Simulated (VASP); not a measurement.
Input of a VASP 6.6.1 run:

File INCAR:

```
PREC = Accurate
ENCUT = 560
EDIFF = 1E-6
ISMEAR = -1
SIGMA = 0.1
LREAL = F
LASPH = T
NELM = 120
ALGO = Normal
ISIF = 2
LWAVE = F
LCHARG = T
LELF = T
LVHAR = T
NBANDS = 23
GGA_COMPAT = F
```

Contents of KPOINTS:

```
regular mesh
0
Gamma
  20 20 12
```

Contents of POSCAR:

```
Ru
1.0
    2.6589740365      0.0000000000      0.0000000000
   -1.3294870182      2.3027390636      0.0000000000
    0.0000000000      0.0000000000      4.1991260108
Ru
2
Direct
    0.3333333333      0.6666666667      0.2500000000
    0.6666666667      0.3333333333      0.7500000000
```

Potentials or basis: VASP PAW LDA potentials, release 64 (Ru_sv).

The run is started by

```bash
$ cat potpaw_LDA.64/Ru_sv/POTCAR > POTCAR
$ mpirun -np 1 vasp_std > vasp.out
```

**Question.** Predict the pressure.

**Answer.** 7.6 GPa.

**Question.** Estimate the band gap on the k mesh.

**Answer.** Zero (bands 16 and 17 overlap by 3.55 eV).

Caveat: the cell stands under pressure.
